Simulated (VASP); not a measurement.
# Li2Al (Cmcm) in VASP: notebook

The runs below take Li2Al through single point, with LDA.

Program: VASP 6.6.1. These are calculated values, not measurements. Logs are shortened: lines on timing, memory, paths and dates and some standing lists are left out, and cuts for length are marked.

## 1. The cell of the first run

The structure is orthorhombic, space group Cmcm (No. 63). The conventional cell has a = 4.507 Å, b = 9.503 Å, c = 4.356 Å, α = 90.00°, β = 90.00°, γ = 90.00°. Li (site symmetry m2m) has 9 Li at 2.67 to 3.31 Å and 5 Al at 2.69 to 3.01 Å within 3.5 Å. Within 3.5 Å of Li (site symmetry m2m) lie 7 Li at 2.67 to 3.31 Å and 7 Al at 2.74 to 3.18 Å. Al (site symmetry m2m) has 2 Al at 2.60 Å and 12 Li at 2.69 to 3.18 Å within 3.4 Å.

## 2. Single point, LDA

INCAR

```
SYSTEM = Li2Al
ALGO     = Normal         ! electronic algorithm
EDIFF    = 1E-6           ! SCF threshold, eV
ENCUT    = 520            ! plane-wave cutoff, eV
ISIF     = 2              ! what is computed and relaxed
ISMEAR   = 1              ! smearing method
LASPH    = .True.         ! aspherical terms in the spheres
LCHARG   = .False.        ! write CHGCAR
LREAL    = .False.        ! projectors in reciprocal space
LWAVE    = .False.        ! write WAVECAR
NBANDS   = 18             ! bands
NELM     = 100            ! most SCF steps
PREC     = Accurate       ! precision mode
SIGMA    = 0.05           ! smearing width, eV
```

KPOINTS

```
k-points
0
Gamma
  6 6 5
  0 0 0
```

POSCAR

```
Li2Al
1.0
    2.2534311030     -4.7513048493      0.0000000000
    2.2534311030      4.7513048493      0.0000000000
    0.0000000000      0.0000000000      4.3557825398
Li Al
4 2
Direct
    0.2413930000      0.7586070000      0.2500000000
    0.7586070000      0.2413930000      0.7500000000
    0.5898620000      0.4101380000      0.2500000000
    0.4101380000      0.5898620000      0.7500000000
    0.9250180000      0.0749820000      0.2500000000
    0.0749820000      0.9250180000      0.7500000000
```

Potentials or basis: VASP PAW LDA potentials, release 64 (Li_sv, Al).

Launch:

```bash
cat potpaw_LDA.64/Li_sv/POTCAR potpaw_LDA.64/Al/POTCAR > POTCAR
mpirun -np 1 vasp_std > vasp.out
```

OUTCAR:

```text
SYSTEM = Li2Al
   EDIFF = 1E-6
   ENCUT = 520
   ISIF = 2
   ISMEAR = 1
   LASPH = .True.
   LREAL = .False.
   NELM = 100
   PREC = Accurate

 ion  position               nearest neighbor table
   1  0.241  0.759  0.250-   6 2.69   6 2.69   5 2.85   5 2.85
   2  0.759  0.241  0.750-   5 2.69   5 2.69   6 2.85   6 2.85
   3  0.590  0.410  0.250-   5 2.74   5 2.74
   4  0.410  0.590  0.750-   6 2.74   6 2.74
   5  0.925  0.075  0.250-   6 2.60   6 2.60   2 2.69   2 2.69   3 2.74   3 2.74   1 2.85   1 2.85

   6  0.075  0.925  0.750-   5 2.60   5 2.60   1 2.69   1 2.69   4 2.74   4 2.74   2 2.85   2 2.85

  LATTYP: Found a base centered orthorhombic cell.
 ALAT       =     4.5068622060
 B/A-ratio  =     2.1084757564
 C/A-ratio  =     0.9664778599

  Lattice vectors:

 A1 = (   2.2534311030,  -4.7513048493,   0.0000000000)
 A2 = (   2.2534311030,   4.7513048493,   0.0000000000)
 A3 = (   0.0000000000,   0.0000000000,   4.3557825398)

Analysis of symmetry for initial positions (statically):
=====================================================================
 Subroutine PRICEL returns:
 Original cell was already a primitive cell.

 Routine SETGRP: Setting up the symmetry group for a
 base centered orthorhombic supercell.

 Subroutine GETGRP returns: Found  8 space group operations
 (whereof  4 operations were pure point group operations)
 out of a pool of  8 trial point group operations.

The static configuration has the point symmetry C_2h.
 The point group associated with its full space group is D_2h.

Analysis of symmetry for dynamics (positions and initial velocities):
=====================================================================
 Subroutine PRICEL returns:
 Original cell was already a primitive cell.

 Routine SETGRP: Setting up the symmetry group for a
 base centered orthorhombic supercell.

 Subroutine GETGRP returns: Found  8 space group operations
 (whereof  4 operations were pure point group operations)
 out of a pool of  8 trial point group operations.

The dynamic configuration has the point symmetry C_2h.
 The point group associated with its full space group is D_2h.

 Subroutine INISYM returns: Found  8 space group operations
 (whereof  4 operations are pure point group operations),
 and found     1 'primitive' translations

----------------------------------------------------------------------------------------

                                     Primitive cell

  volume of cell :      93.2724

  direct lattice vectors                    reciprocal lattice vectors
     2.253431103 -4.751304849  0.000000000     0.221883864 -0.105234250  0.000000000
     2.253431103  4.751304849  0.000000000     0.221883864  0.105234250  0.000000000
     0.000000000  0.000000000  4.355782540     0.000000000  0.000000000  0.229579872

  length of vectors
     5.258597675  5.258597675  4.355782540     0.245574217  0.245574217  0.229579872

  position of ions in fractional coordinates (direct lattice)
     0.241393000  0.758607000  0.250000000
     0.758607000  0.241393000  0.750000000
     0.589862000  0.410138000  0.250000000
     0.410138000  0.589862000  0.750000000
     0.925018000  0.074982000  0.250000000
     0.074982000  0.925018000  0.750000000

  ion indices of the primitive-cell ions
   primitive index   ion index
                 1           1
                 2           2
                 3           3
                 4           4
                 5           5
                 6           6

----------------------------------------------------------------------------------------

 KPOINTS: k-points

Automatic generation of k-mesh.
 Grid dimensions read from file:
 generate k-points for:    6    6    5

 Generating k-lattice:

  Cartesian coordinates                     Fractional coordinates (reciprocal lattice)
     0.036980644 -0.017539042  0.000000000     0.166666667 -0.000000000  0.000000000
     0.036980644  0.017539042  0.000000000    -0.000000000  0.166666667  0.000000000
     0.000000000  0.000000000  0.045915974     0.000000000  0.000000000  0.200000000

  Length of vectors
     0.040929036  0.040929036  0.045915974

  Shift w.r.t. Gamma in fractional coordinates (k-lattice)
     0.000000000  0.000000000  0.000000000

 Subroutine IBZKPT returns following result:
 ===========================================

 Found     39 irreducible k-points:

 Following reciprocal coordinates:
            Coordinates               Weight
  0.000000  0.000000  0.000000      1.000000
  0.166667 -0.000000  0.000000      4.000000
  0.333333 -0.000000  0.000000      4.000000
  0.500000 -0.000000  0.000000      2.000000
  0.166667  0.166667  0.000000      2.000000
  0.333333  0.166667  0.000000      4.000000
[... 16 lines left out ...]
  0.333333  0.333333  0.200000      4.000000
  0.500000  0.333333  0.200000      8.000000
 [... further k-points ...]
   k-points           NKPTS =     39   k-points in BZ     NKDIM =     39   number of bands    NBANDS=     18
   number of dos      NEDOS =    301   number of ions     NIONS =      6
   total plane-waves  NPLWV =  51200
   dimension x,y,z NGX =    40 NGY =   40 NGZ =   32
   dimension x,y,z NGXF=    80 NGYF=   80 NGZF=   64
   ions per type =               4   2
   NGX,Y,Z   is equivalent  to a cutoff of  12.65, 12.65, 12.21 a.u.
   NGXF,Y,Z  is equivalent  to a cutoff of  25.29, 25.29, 24.43 a.u.
 SYSTEM =  Li2Al
   PREC   = accura    normal or accurate (medium, high low for compatibility)
   ISTART =      0    job   : 0-new  1-cont  2-samecut
   ICHARG =      2    charge: 1-file 2-atom 10-const
   ISPIN  =      1    spin polarized calculation?
   LNONCOLLINEAR =      F non collinear calculations
   LSORBIT =      F    spin-orbit coupling
   LASPH  =      T    aspherical Exc in radial PAW
   ENCUT  =  520.0 eV  38.22 Ry    6.18 a.u.   9.78  9.78  8.10*2*pi/ulx,y,z
   NELM   =    100;   NELMIN=  2; NELMDL= -5     # of ELM steps
   EDIFF  = 0.1E-05   stopping-criterion for ELM
   LREAL  =      F    real-space projection
   EDIFFG = 0.1E-04   stopping-criterion for IOM
   NSW    =      0    number of steps for IOM
   IBRION =     -1    ionic relax: 0-MD 1-quasi-New 2-CG
   NFREE  =      0    steps in history (QN), initial steepest desc. (CG)
   ISIF   =      2    stress and relaxation
   ISYM   =      2    0-nonsym 1-usesym 2-fastsym
   POTIM  = 0.5000    time-step for ionic-motion
   TEBEG  =    0.0;   TEEND  =   0.0 temperature during run
   PSTRESS=    0.0 pullay stress
   NELECT =      18.0000    total number of electrons
   NUPDOWN=      -1.0000    fix difference up-down
   EMIN   =  10.00;   EMAX   =-10.00  energy-range for DOS
   EFERMI =   0.00;   METHOD = LEGACY
   ISMEAR =     1;   SIGMA  =   0.05  broadening in eV -4-tet -1-fermi 0-gaus
   EFERMI_NEDOS =   21; number of points for ismear=-14 and -15
   IALGO  =     38    algorithm
   IMIX   =      4    mixing-type and parameters
     AMIX     =   0.40;   BMIX     =  1.00
     AMIX_MAG =   1.60;   BMIX_MAG =  1.00
  volume/ion in A,a.u.               =      15.55       104.91
  Fermi-wavevector in a.u.,A,eV,Ry     =   0.946051  1.787777 12.177384  0.895012
  Thomas-Fermi vector in A             =   2.074012
   LORBIT       =      0    0 simple, 1 ext, 2 COOP (PROOUT), +10 PAW based schemes
   GGA     = CA    functional components
   LHFCALC =     F    Hartree Fock is set to
   AEXX    =    0.0000 exact exchange contribution
   IVDW    =     0    specifies the selected vdW correction
   LEPSILON=     F    determine dielectric tensor
   LRPA    =     F    only Hartree local field effects (RPA)
 non-spin polarized calculation
 Methfessel and Paxton  Order N= 1 SIGMA  =   0.05
  energy-cutoff  :      520.00
  volume of cell :       93.27
 maximum number of plane-waves:      2532
   NGX = 19   NGY = 19   NGZ = 17

 number of electron      18.0000023 magnetization

 Free energy of the ion-electron system (eV)
  ---------------------------------------------------
  ext. energy  EPLUGINS =         0.00000000
  ---------------------------------------------------
  free energy    TOTEN  =       -17.68079387 eV

  energy without entropy =      -17.68041705  energy(sigma->0) =      -17.68066826

 E-fermi :   3.3287     XC(G=0):  -8.8337

 val. band max:        3.3219902364   @ k =   0.5000   0.1667   0.0000
 cond. band min:       3.3392544765   @ k =   0.0000   0.0000   0.2000
 fundamental gap:      0.0172642401
 Fermi energy:         3.3287002693

 k-point     1 :       0.0000    0.0000    0.0000
  band No.  band energies     occupation
      1     -41.7035      2.00000
      2     -41.6791      2.00000
      3     -41.4913      2.00000
      4     -41.4839      2.00000
      5      -3.9223      2.00000
      6       1.4254      2.00000
[... 10 lines left out ...]
     17      10.6731      0.00000
     18      10.7965      0.00000

 k-point     2 :       0.1667   -0.0000    0.0000
  band No.  band energies     occupation
      1     -41.7028      2.00000
      2     -41.6792      2.00000
      3     -41.4910      2.00000
      4     -41.4846      2.00000
      5      -3.7960      2.00000
      6       1.0125      2.00000
[... 10 lines left out ...]
     17       9.3225      0.00000
     18      10.5812      0.00000

 k-point     3 :       0.3333   -0.0000    0.0000
  band No.  band energies     occupation
      1     -41.7012      2.00000
      2     -41.6796      2.00000
      3     -41.4902      2.00000
      4     -41.4865      2.00000
      5      -3.4868      2.00000
      6       0.2051      2.00000
[... 412 lines left out ...]
 k-point    23 :       0.3333    0.3333    0.2000
  band No.  band energies     occupation
      1     -41.6977      2.00000
      2     -41.6825      2.00000
      3     -41.4902      2.00000
      4     -41.4871      2.00000
      5      -2.9665      2.00000
      6      -0.3532      2.00000
[... 10 lines left out ...]
     17      10.1008      0.00000
     18      10.2089      0.00000

 k-point    24 :       0.5000    0.3333    0.2000
  band No.  band energies     occupation
      1     -41.6978      2.00000
      2     -41.6834      2.00000
      3     -41.4907      2.00000
      4     -41.4855      2.00000
      5      -3.1460      2.00000
      6      -0.6837      2.00000
[... 10 lines left out ...]
     17      10.0201      0.00000
     18      10.5622      0.00000

 [... further k-points ...]

------------------------ aborting loop because EDIFF is reached ----------------------------------------

  FORCE on cell =-STRESS in cart. coord.  units (eV):
  Direction    XX          YY          ZZ          XY          YZ          ZX
  --------------------------------------------------------------------------------------
  -------------------------------------------------------------------------------------
  Total       -0.3341559      0.0686066      0.0664792      0.0000000      0.0000000      0.0000000
  in kB       -5.7399263      1.1784822      1.1419385      0.0000000      0.0000000      0.0000000
  external PRESSURE =      -1.1398352 kB  Pullay stress =       0.0000000 kB

 VOLUME and BASIS-vectors are now :
 -----------------------------------------------------------------------------
  energy-cutoff  :      520.00
  volume of cell :       93.27
      direct lattice vectors                 reciprocal lattice vectors
     2.253431103 -4.751304849  0.000000000     0.221883864 -0.105234250  0.000000000
     2.253431103  4.751304849  0.000000000     0.221883864  0.105234250  0.000000000
     0.000000000  0.000000000  4.355782540     0.000000000  0.000000000  0.229579872

 POSITION                                       TOTAL-FORCE (eV/Angst)
 -----------------------------------------------------------------------------------
      2.25343      2.45744      1.08895         0.000000     -0.013808     -0.000000
      2.25343     -2.45744      3.26684         0.000000      0.013808      0.000000
      2.25343     -0.85392      1.08895         0.000000     -0.028893     -0.000000
      2.25343      0.85392      3.26684         0.000000      0.028893     -0.000000
      2.25343     -4.03878      1.08895         0.000000      0.246926     -0.000000
      2.25343      4.03878      3.26684         0.000000     -0.246926     -0.000000
 -----------------------------------------------------------------------------------
    total drift:                               -0.000000     -0.000000      0.000000

  FREE ENERGIE OF THE ION-ELECTRON SYSTEM (eV)
  ---------------------------------------------------
  free  energy   TOTEN  =       -17.6807938715 eV

  energy  without entropy=      -17.6804170507  energy(sigma->0) =      -17.68066826
```

It took 46 s on 1 thread of Intel Xeon 6975P-C, shared host; peak memory 0.2 GiB.

Results:

- Free energy: -17.6808 eV
- Largest force: 0.247 eV/Å
- Band gap on the k mesh: zero (band 9 reaches 4.80 eV, above the bottom of band 10 at 2.26 eV)

Forces on the atoms (eV/Å):
```
Li   0.000 -0.014  0.000
Li   0.000  0.014  0.000
Li   0.000 -0.029  0.000
Li   0.000  0.029  0.000
Al   0.000  0.247  0.000
Al   0.000 -0.247  0.000
```

Caveat: the cutoff is under 1.25 times the usual one of these potentials, so pressure, stress and relaxed cells hold a basis-set (Pulay) error.

## 3. Single point, LDA

This run uses another cell than the first one, of 16.04 Å³/atom, 1.032 times its volume.

INCAR

```
SYSTEM = Li2Al
PREC = Accurate
ENCUT = 520
EDIFF = 1E-6
ISMEAR = 1
SIGMA = 0.05
LREAL = .FALSE.
LASPH = .TRUE.
NELM = 60
ALGO = Normal
ISIF = 2
LWAVE = .FALSE.
LCHARG = .FALSE.
NBANDS = 18
```

KPOINTS

```
regular mesh
0
G
  6 6 5
  0 0 0
```

POSCAR: that of step 2 with these lines changed.

```diff
@@ -2,5 +2,5 @@
 1.0
-    2.2534311030     -4.7513048493      0.0000000000
-    2.2534311030      4.7513048493      0.0000000000
-    0.0000000000      0.0000000000      4.3557825398
+    2.2769060331     -4.8008011703      0.0000000000
+    2.2769060331      4.8008011703      0.0000000000
+    0.0000000000      0.0000000000      4.4011585402
 Li Al
```

Potentials or basis: VASP PAW LDA potentials, release 64 (Li_sv, Al).

Launch:

```bash
cat potpaw_LDA.64/Li_sv/POTCAR potpaw_LDA.64/Al/POTCAR > POTCAR
mpirun -np 1 vasp_std > vasp.out
```

It took 52 s on 1 thread of Intel Xeon 6975P-C, shared host; peak memory 0.21 GiB.

Results (log left out):

```
Free energy            : -17.6696 eV
Largest force          : 0.173 eV/Å
Band gap on the k mesh : zero (band 9 reaches 4.59 eV, above the bottom of band 10 at 2.12 eV)
```

Forces in eV/Å, atoms in the order of the input:
```
Li   0.000  0.000  0.000
Li   0.000  0.000  0.000
Li   0.000 -0.014  0.000
Li   0.000  0.014  0.000
Al   0.000  0.173  0.000
Al   0.000 -0.173  0.000
```

Levels at points of the mesh, in eV from the Fermi level:
```tsv
k point	band 6	band 7	band 8	band 9	band 10	band 11	band 12	band 13
(0.00, 0.00, 0.00)	-1.92	-1.23	-0.83	-0.27	0.86	1.47	2.18	2.91
(0.50, 0.00, 0.00)	-3.54	-2.13	-1.20	-0.04	1.59	1.94	2.31	3.89
(0.50, 0.50, 0.00)	-4.33	-1.34	-0.34	1.15	1.50	1.85	2.31	4.58
```

Caveat: the cutoff is under 1.25 times the usual one of these potentials, so pressure, stress and relaxed cells hold a basis-set (Pulay) error.

## 4. Single point, LDA

This run uses another cell than the first one, of 16.53 Å³/atom, 1.063 times its volume.

INCAR

```
PREC = Accurate
ENCUT = 520
EDIFF = 1E-6
ISMEAR = 1
SIGMA = 0.05
LREAL = F
LASPH = T
NELM = 100
ALGO = Normal
ISIF = 2
LWAVE = F
LCHARG = F
GGA = CA
NBANDS = 18
```

KPOINTS

```
Automatic mesh
0
Gamma
  6 6 5
```

POSCAR: that of step 3 with these lines changed.

```diff
@@ -2,5 +2,5 @@
 1.0
-    2.2769060331     -4.8008011703      0.0000000000
-    2.2769060331      4.8008011703      0.0000000000
-    0.0000000000      0.0000000000      4.4011585402
+    2.2999066407     -4.8492973937      0.0000000000
+    2.2999066407      4.8492973937      0.0000000000
+    0.0000000000      0.0000000000      4.4456176962
 Li Al
```

Launch:

```bash
cat potpaw_LDA.64/Li_sv/POTCAR potpaw_LDA.64/Al/POTCAR > POTCAR
mpirun -np 1 vasp_std > vasp.out
```

It took 53 s on 1 thread of Intel Xeon 6975P-C, shared host; peak memory 0.21 GiB.

Results (log left out):

| Property | Result |
| --- | --- |
| Free energy | -17.6390 eV |
| Largest force | 0.109 eV/Å |
| Band gap on the k mesh | zero (band 9 reaches 4.39 eV, above the bottom of band 10 at 1.99 eV) |

Forces in eV/Å, atoms in the order of the input:
```
Li   0.000  0.012  0.000
Li   0.000 -0.012  0.000
Li   0.000  0.001  0.000
Li   0.000 -0.001  0.000
Al   0.000  0.109  0.000
Al   0.000 -0.109  0.000
```

Levels at points of the mesh, in eV from the Fermi level:
```tsv
k point	band 7	band 8	band 9	band 10	band 11	band 12
(0.00, 0.00, 0.00)	-1.20	-0.83	-0.27	0.86	1.41	2.14
(0.50, 0.00, 0.00)	-2.11	-1.18	-0.05	1.53	1.92	2.25
(0.50, 0.50, 0.00)	-1.30	-0.34	1.15	1.44	1.77	2.26
```

Caveat: the cutoff is under 1.25 times the usual one of these potentials, so pressure, stress and relaxed cells hold a basis-set (Pulay) error.

[end of part 1 of 2]
